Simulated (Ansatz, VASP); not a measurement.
## B: VASP beside Ansatz

Contents of INCAR:

```
SYSTEM = B
  PREC = Accurate
  ENCUT = 520
  EDIFF = 1E-7
  ISMEAR = -1
  SIGMA = 0.1
  LREAL = .False.
  LASPH = .True.
  NELM = 80
  ALGO = Normal
  ISIF = 2
  LWAVE = .False.
  LCHARG = .False.
  GGA = RP
  NBANDS = 10
```

File KPOINTS:

```
Automatic mesh
0
Gamma
  15 15 15
  0 0 0
```

POSCAR

```
B
1.0
    0.0000000000      2.1170810799      2.1170810799
    2.1170810799      0.0000000000      2.1170810799
    2.1170810799      2.1170810799      0.0000000000
B
2
Direct
    0.1250000000      0.1250000000      0.1250000000
    0.8750000000      0.8750000000      0.8750000000
```

Input for Ansatz:

```yaml
crystal:
  lattice:
    - [0.0, 2.1170810799, 2.1170810799]
    - [2.1170810799, 0.0, 2.1170810799]
    - [2.1170810799, 2.1170810799, 0.0]
  atoms:
    - { symbol: B, position: [0.125, 0.125, 0.125] }
    - { symbol: B, position: [0.875, 0.875, 0.875] }
hamiltonian:
  xc: rpbe
  pseudopotentials:
    kind: paw
    azcp:
      B: "pseudopotentials/B.paw.azcp"
basis:
  ecutwfc: 420
  fft_grid_basis: typed
kpoints:
  mp_grid: { grid: [15, 15, 15], shift: [0, 0, 0] }
magnetization:
  spin_polarized: false
scf:
  occupations: { method: fermi_dirac, width: 0.1 }
  lower_state_search: "off"
output:
  stress: true
  write_density: true
  write_potential: true
  elf: true
  volumetric_format: npy
```

Alike in both runs: task single point; functional RPBE; k mesh 15 × 15 × 15; occupations fermi-dirac, width 0.1 eV; no spin polarisation.

|  | VASP | Ansatz |
| --- | --- | --- |
| version | VASP 6.6.1 | Ansatz 0.2.0 |
| potentials or method | VASP PAW PBE potentials, release 64 (B), cutoff 520 eV | plane waves (420 eV) with PAW, scalar-relativistic |
| valence electrons in the cell | 6 | 6 |

Ansatz gave:

```
pressure (GPa) : -15.7
```

Problem. Which values does VASP return?

Solution. Pressure (GPa): -15.8.

VASP's potentials were made for PBE, not for RPBE.
